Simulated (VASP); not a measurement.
# Ti (I4/mmm) in VASP: a series of runs

The runs below take Ti through single point, with PBE.

Everything below comes from runs of VASP 6.6.1. Logs are shortened: lines on timing, memory, paths and dates and some standing lists are left out, and cuts for length are marked.

## (1) The cell of the first run

It takes space group I4/mmm (No. 139, tetragonal). The conventional cell has a = 3.437 Å, b = 3.437 Å, c = 2.921 Å, α = 90.00°, β = 90.00°, γ = 90.00°. Ti (site symmetry 4/mmm) has 14 Ti at 2.84 to 3.44 Å within 3.7 Å.

## (2) Single point, PBE

INCAR reads:

```
SYSTEM = Ti
PREC = Accurate ; ENCUT = 520
EDIFF = 1E-7 ; ISMEAR = 0
SIGMA = 0.15 ; LREAL = .FALSE.
LASPH = .TRUE. ; NELM = 60
ALGO = Fast ; ISIF = 2
LWAVE = .FALSE. ; LCHARG = .TRUE.
GGA = PE ; LELF = .TRUE.
LVHAR = .TRUE. ; NBANDS = 12
```

KPOINTS reads:

```
Automatic mesh
0
G
  28 28 28
  0 0 0
```

POSCAR reads:

```
Ti
1.0
   -1.7183651892      1.7183651892      1.4606104108
    1.7183651892     -1.7183651892      1.4606104108
    1.7183651892      1.7183651892     -1.4606104108
Ti
1
Direct
    0.0000000000      0.0000000000      0.0000000000
```

Potentials or basis: VASP PAW PBE potentials, release 64 (Ti_sv).

Command:

```bash
cat potpaw_PBE.64/Ti_sv/POTCAR > POTCAR
mpirun -np 1 vasp_std > vasp.out
```

OUTCAR:

```text
SYSTEM = Ti
   PREC = Accurate
   ENCUT = 520
   EDIFF = 1E-7
   ISMEAR = 0
   LREAL = .FALSE.
   LASPH = .TRUE.
   NELM = 60
   ISIF = 2
   GGA = PE

 ion  position               nearest neighbor table
   1  0.000  0.000  0.000-

  LATTYP: Found a body centered tetragonal cell.
 ALAT       =     3.4367303784
 C/A-ratio  =     0.8500000000

  Lattice vectors:

 A1 = (  -1.7183651892,   1.7183651892,   1.4606104108)
 A2 = (   1.7183651892,  -1.7183651892,   1.4606104108)
 A3 = (   1.7183651892,   1.7183651892,  -1.4606104108)

Analysis of symmetry for initial positions (statically):
=====================================================================
 Subroutine PRICEL returns:
 Original cell was already a primitive cell.

 Routine SETGRP: Setting up the symmetry group for a
 body centered tetragonal supercell.

 Subroutine GETGRP returns: Found 16 space group operations
 (whereof 16 operations were pure point group operations)
 out of a pool of 16 trial point group operations.

The static configuration has the point symmetry D_4h.

Analysis of symmetry for dynamics (positions and initial velocities):
=====================================================================
 Subroutine PRICEL returns:
 Original cell was already a primitive cell.

 Routine SETGRP: Setting up the symmetry group for a
 body centered tetragonal supercell.

 Subroutine GETGRP returns: Found 16 space group operations
 (whereof 16 operations were pure point group operations)
 out of a pool of 16 trial point group operations.

The dynamic configuration has the point symmetry D_4h.

 Subroutine INISYM returns: Found 16 space group operations
 (whereof 16 operations are pure point group operations),
 and found     1 'primitive' translations

----------------------------------------------------------------------------------------

                                     Primitive cell

  volume of cell :      17.2514

  direct lattice vectors                    reciprocal lattice vectors
    -1.718365189  1.718365189  1.460610411     0.000000000  0.290974237  0.342322632
     1.718365189 -1.718365189  1.460610411     0.290974237  0.000000000  0.342322632
     1.718365189  1.718365189 -1.460610411     0.290974237  0.290974237  0.000000000

  length of vectors
     2.835302562  2.835302562  2.835302562     0.449278078  0.449278078  0.411499712

  position of ions in fractional coordinates (direct lattice)
     0.000000000  0.000000000  0.000000000

  ion indices of the primitive-cell ions
   primitive index   ion index
                 1           1

----------------------------------------------------------------------------------------

 KPOINTS: Automatic mesh

Automatic generation of k-mesh.
 Grid dimensions read from file:
 generate k-points for:   28   28   28

 Generating k-lattice:

  Cartesian coordinates                     Fractional coordinates (reciprocal lattice)
     0.000000000  0.010391937  0.012225808     0.035714286  0.000000000 -0.000000000
     0.010391937  0.000000000  0.012225808     0.000000000  0.035714286 -0.000000000
     0.010391937  0.010391937  0.000000000     0.000000000  0.000000000  0.035714286

  Length of vectors
     0.016045646  0.016045646  0.014696418

  Shift w.r.t. Gamma in fractional coordinates (k-lattice)
     0.000000000  0.000000000  0.000000000

 Subroutine IBZKPT returns following result:
 ===========================================

 Found   1639 irreducible k-points:

 Following reciprocal coordinates:
            Coordinates               Weight
  0.000000  0.000000  0.000000      1.000000
  0.035714  0.000000 -0.000000      8.000000
  0.071429  0.000000 -0.000000      8.000000
  0.107143  0.000000 -0.000000      8.000000
  0.142857 -0.000000  0.000000      8.000000
  0.178571  0.000000 -0.000000      8.000000
[... 16 lines left out ...]
  0.285714  0.035714 -0.000000     16.000000
  0.321429  0.035714 -0.000000     16.000000
 [... further k-points ...]
   k-points           NKPTS =   1639   k-points in BZ     NKDIM =   1639   number of bands    NBANDS=     12
   number of dos      NEDOS =    301   number of ions     NIONS =      1
   total plane-waves  NPLWV =  13824
   dimension x,y,z NGX =    24 NGY =   24 NGZ =   24
   dimension x,y,z NGXF=    48 NGYF=   48 NGZF=   48
   ions per type =               1
   NGX,Y,Z   is equivalent  to a cutoff of  14.07, 14.07, 14.07 a.u.
   NGXF,Y,Z  is equivalent  to a cutoff of  28.14, 28.14, 28.14 a.u.
 SYSTEM =  Ti
   PREC   = accura    normal or accurate (medium, high low for compatibility)
   ISTART =      0    job   : 0-new  1-cont  2-samecut
   ICHARG =      2    charge: 1-file 2-atom 10-const
   ISPIN  =      1    spin polarized calculation?
   LNONCOLLINEAR =      F non collinear calculations
   LSORBIT =      F    spin-orbit coupling
   LASPH  =      T    aspherical Exc in radial PAW
   ENCUT  =  520.0 eV  38.22 Ry    6.18 a.u.   5.27  5.27  5.27*2*pi/ulx,y,z
   NELM   =     60;   NELMIN=  2; NELMDL= -5     # of ELM steps
   EDIFF  = 0.1E-06   stopping-criterion for ELM
   LREAL  =      F    real-space projection
   EDIFFG = 0.1E-05   stopping-criterion for IOM
   NSW    =      0    number of steps for IOM
   IBRION =     -1    ionic relax: 0-MD 1-quasi-New 2-CG
   NFREE  =      0    steps in history (QN), initial steepest desc. (CG)
   ISIF   =      2    stress and relaxation
   ISYM   =      2    0-nonsym 1-usesym 2-fastsym
   POTIM  = 0.5000    time-step for ionic-motion
   TEBEG  =    0.0;   TEEND  =   0.0 temperature during run
   PSTRESS=    0.0 pullay stress
   NELECT =      12.0000    total number of electrons
   NUPDOWN=      -1.0000    fix difference up-down
   EMIN   =  10.00;   EMAX   =-10.00  energy-range for DOS
   EFERMI =   0.00;   METHOD = LEGACY
   ISMEAR =     0;   SIGMA  =   0.15  broadening in eV -4-tet -1-fermi 0-gaus
   EFERMI_NEDOS =   21; number of points for ismear=-14 and -15
   IALGO  =     68    algorithm
   IMIX   =      4    mixing-type and parameters
     AMIX     =   0.40;   BMIX     =  1.00
     AMIX_MAG =   1.60;   BMIX_MAG =  1.00
  volume/ion in A,a.u.               =      17.25       116.42
  Fermi-wavevector in a.u.,A,eV,Ry     =   1.450530  2.741105 28.627177  2.104038
  Thomas-Fermi vector in A             =   2.568132
   LORBIT       =      0    0 simple, 1 ext, 2 COOP (PROOUT), +10 PAW based schemes
   GGA     = PE    functional components
   LHFCALC =     F    Hartree Fock is set to
   AEXX    =    0.0000 exact exchange contribution
   IVDW    =     0    specifies the selected vdW correction
   LEPSILON=     F    determine dielectric tensor
   LRPA    =     F    only Hartree local field effects (RPA)
 non-spin polarized calculation
 RMM-DIIS sequential band-by-band and
 Gauss-broadening in eV      SIGMA  =   0.15
  energy-cutoff  :      520.00
  volume of cell :       17.25
 maximum number of plane-waves:       485
 NGX is ok and might be reduce to    24
   NGX = 11   NGY = 11   NGZ = 11

 number of electron      12.0000000 magnetization

 Free energy of the ion-electron system (eV)
  ---------------------------------------------------
  ext. energy  EPLUGINS =         0.00000000
  ---------------------------------------------------
  free energy    TOTEN  =        -7.74979274 eV

  energy without entropy =       -7.72747015  energy(sigma->0) =       -7.73863144

 E-fermi :   8.2036     XC(G=0): -11.5209

 val. band max:        8.2030110086   @ k =   0.2500   0.1429   0.0357
 cond. band min:       8.2048277931   @ k =   0.4286   0.2500   0.0000
 fundamental gap:      0.0018167845
 Fermi energy:         8.2036185255

 k-point     1 :       0.0000    0.0000    0.0000
  band No.  band energies     occupation
      1     -48.3654      2.00000
      2     -24.2207      2.00000
      3     -24.2207      2.00000
      4     -24.1861      2.00000
      5       2.1929      2.00000
      6       8.4132      0.04812
      7       9.7134      0.00000
      8       9.7134      0.00000
      9       9.9998      0.00000
     10      11.4720      0.00000
     11      24.6618      0.00000
     12      24.6618      0.00000

 k-point     2 :       0.0357    0.0000   -0.0000
  band No.  band energies     occupation
      1     -48.3635      2.00000
      2     -24.2250      2.00000
      3     -24.2235      2.00000
      4     -24.1921      2.00000
      5       2.2403      2.00000
      6       8.4255      0.03643
      7       9.6978      0.00000
      8       9.7055      0.00000
      9      10.0105      0.00000
     10      11.4501      0.00000
     11      24.6752      0.00000
     12      24.7094      0.00000

 k-point     3 :       0.0714    0.0000   -0.0000
  band No.  band energies     occupation
      1     -48.3580      2.00000
      2     -24.2436      2.00000
      3     -24.2317      2.00000
      4     -24.2037      2.00000
      5       2.3814      2.00000
      6       8.4548      0.01787
      7       9.6403      0.00000
      8       9.6914      0.00000
      9      10.0533      0.00000
     10      11.3897      0.00000
     11      24.7019      0.00000
     12      24.8473      0.00000
[... 286 lines left out ...]
 k-point    23 :       0.2857    0.0357   -0.0000
  band No.  band energies     occupation
      1     -48.2628      2.00000
      2     -24.6900      2.00000
      3     -24.3658      2.00000
      4     -24.2621      2.00000
      5       4.9336      2.00000
      6       7.8534      1.99904
      7       8.6619      0.00002
      8      10.8416      0.00000
      9      10.9799      0.00000
     10      11.3120      0.00000
     11      21.1295      0.00000
     12      23.0009      0.00000

 k-point    24 :       0.3214    0.0357   -0.0000
  band No.  band energies     occupation
      1     -48.2478      2.00000
      2     -24.7583      2.00000
      3     -24.3883      2.00000
      4     -24.2689      2.00000
      5       5.2862      2.00000
      6       7.7012      2.00000
      7       8.7300      0.00000
      8      10.8247      0.00000
      9      11.3479      0.00000
     10      11.5322      0.00000
     11      20.1578      0.00000
     12      22.4478      0.00000

 [... further k-points ...]

------------------------ aborting loop because EDIFF is reached ----------------------------------------

  FORCE on cell =-STRESS in cart. coord.  units (eV):
  Direction    XX          YY          ZZ          XY          YZ          ZX
  --------------------------------------------------------------------------------------
  -------------------------------------------------------------------------------------
  Total       -0.0698245     -0.0698245      0.0811957      0.0000000     -0.0000000      0.0000000
  in kB       -6.4847480     -6.4847480      7.5408134      0.0000000     -0.0000000      0.0000000
  external PRESSURE =      -1.8095608 kB  Pullay stress =       0.0000000 kB

 VOLUME and BASIS-vectors are now :
 -----------------------------------------------------------------------------
  energy-cutoff  :      520.00
  volume of cell :       17.25
      direct lattice vectors                 reciprocal lattice vectors
    -1.718365189  1.718365189  1.460610411     0.000000000  0.290974237  0.342322632
     1.718365189 -1.718365189  1.460610411     0.290974237  0.000000000  0.342322632
     1.718365189  1.718365189 -1.460610411     0.290974237  0.290974237  0.000000000

 POSITION                                       TOTAL-FORCE (eV/Angst)
 -----------------------------------------------------------------------------------
      0.00000      0.00000      0.00000         0.000000      0.000000     -0.000000
 -----------------------------------------------------------------------------------
    total drift:                                0.000000      0.000000      0.000000

  FREE ENERGIE OF THE ION-ELECTRON SYSTEM (eV)
  ---------------------------------------------------
  free  energy   TOTEN  =        -7.7497927394 eV

  energy  without entropy=       -7.7274701472  energy(sigma->0) =       -7.73863144
```

It took 13 min on 1 thread of Intel Xeon 8259CL, shared host; peak memory 0.44 GiB.

Results:

- Free energy: -7.7498 eV
- Pressure: -0.2 GPa
- Band gap on the k mesh: zero (bands 6 and 7 overlap by 1.43 eV)

## (3) Single point, PBE

INCAR reads:

```
SYSTEM = Ti
  PREC = Accurate
  ENCUT = 520
  EDIFF = 1E-6
  ISMEAR = 0
  SIGMA = 0.15
  LREAL = .False.
  LASPH = .True.
  NELM = 80
  ALGO = Fast
  ISIF = 2
  LWAVE = .False.
  LCHARG = .False.
  GGA = PE
  NBANDS = 12
```

KPOINTS reads:

```
regular mesh
0
Gamma
  28 28 28
  0 0 0
```

POSCAR reads:

```
Ti
1.0
   -1.5317739967      1.5317739967      1.8381287960
    1.5317739967     -1.5317739967      1.8381287960
    1.5317739967      1.5317739967     -1.8381287960
Ti
1
Direct
    0.0000000000      0.0000000000      0.0000000000
```

Potentials or basis: VASP PAW PBE potentials, release 64 (Ti_sv).

Command:

```bash
cat potpaw_PBE.64/Ti_sv/POTCAR > POTCAR
mpirun -np 1 vasp_std > vasp.out
```

It took 10 min on 1 thread of Intel Xeon 8259CL, shared host; peak memory 0.43 GiB.

It converged, with:

```yaml
Free_energy: -7.7613 eV
Pressure: 0.4 GPa
Band_gap_on_the_k_mesh: zero (bands 6 and 7 overlap by 1.47 eV)
```

Stress tensor (GPa, compression positive):
```
-0.70  0.00  0.00
 0.00 -0.70  0.00
 0.00  0.00  2.59
```

Levels at points of the mesh, in eV from the Fermi level:
```csv
k point,band 4,band 5,band 6,band 7,band 8,band 9
"(0.00, 0.00, 0.00)",-32.48,-6.05,0.69,0.69,1.79,1.79
"(0.50, 0.00, 0.00)",-32.50,-2.55,0.13,0.79,1.66,3.30
"(0.50, 0.50, 0.00)",-32.59,-2.56,-1.34,1.98,3.43,3.46
"(0.50, 0.50, 0.50)",-32.85,-2.43,-1.94,3.67,3.93,3.93
```

## (4) Single point, PBE

INCAR reads:

```
PREC = Accurate
ENCUT = 520
EDIFF = 1E-6
ISMEAR = 0
SIGMA = 0.15
LREAL = False
LASPH = True
NELM = 80
ALGO = Fast
ISIF = 2
LWAVE = False
LCHARG = True
GGA = PE
LELF = True
LVHAR = True
NBANDS = 12
```

KPOINTS reads:

```
regular mesh
0
Gamma
  28 28 28
```

POSCAR reads:

```
Ti
1.0
   -1.7683039096      1.7683039096      1.3792770495
    1.7683039096     -1.7683039096      1.3792770495
    1.7683039096      1.7683039096     -1.3792770495
Ti
1
Direct
    0.0000000000      0.0000000000      0.0000000000
```

Command:

```bash
cat potpaw_PBE.64/Ti_sv/POTCAR > POTCAR
mpirun -np 1 vasp_std > vasp.out
```

It took 14 min on 1 thread of Intel Xeon 8259CL, shared host; peak memory 0.43 GiB.

Results (log left out):

```yaml
Free_energy: -7.7236 eV
Pressure: -0.2 GPa
Band_gap_on_the_k_mesh: zero (bands 6 and 7 overlap by 1.08 eV)
```

Stress tensor (GPa, compression positive):
```
-2.60  0.00  0.00
 0.00 -2.60  0.00
 0.00  0.00  4.48
```

Levels at points of the mesh, in eV from the Fermi level:
```csv
k point,band 2,band 3,band 4,band 5,band 6,band 7,band 8,band 9,band 10,band 11
"(0.00, 0.00, 0.00)",-32.42,-32.42,-32.32,-6.01,-0.13,1.17,1.94,1.94,3.45,15.90
"(0.50, 0.00, 0.00)",-33.16,-32.61,-32.51,-2.46,-1.00,1.99,2.53,4.02,4.10,9.68
"(0.50, 0.50, 0.00)",-33.08,-32.44,-32.37,-2.57,0.09,1.15,1.28,2.51,4.13,7.69
"(0.50, 0.50, 0.50)",-32.93,-32.93,-32.56,-2.42,-1.94,3.90,3.90,4.19,6.17,6.17
```

## (5) Summary

```tsv
cell	further INCAR settings	gap on the mesh (eV)	pressure (GPa)
a = 2.835 Å, angles 105.4, 105.4, 118.0°, 1 atom	ALGO = Fast; EDIFF = 1e-07; NBANDS = 12	none	-0.2
a = 2.841 Å, angles 114.7, 114.7, 99.4°, 1 atom	ALGO = Fast; EDIFF = 1e-06; NBANDS = 12	none	0.4
a = 2.856 Å, angles 103.5, 103.5, 122.2°, 1 atom	ALGO = Fast; EDIFF = 1e-06; NBANDS = 12	none	-0.2
```

Alike in all rows: task single point; level PBE; potentials or basis VASP PAW PBE potentials, release 64 (Ti_sv); no spin polarisation; k mesh 28 × 28 × 28; cutoff (eV) 520; smearing gaussian 0.15 eV.

Absolute energies hang on the potentials; compare differences alone.
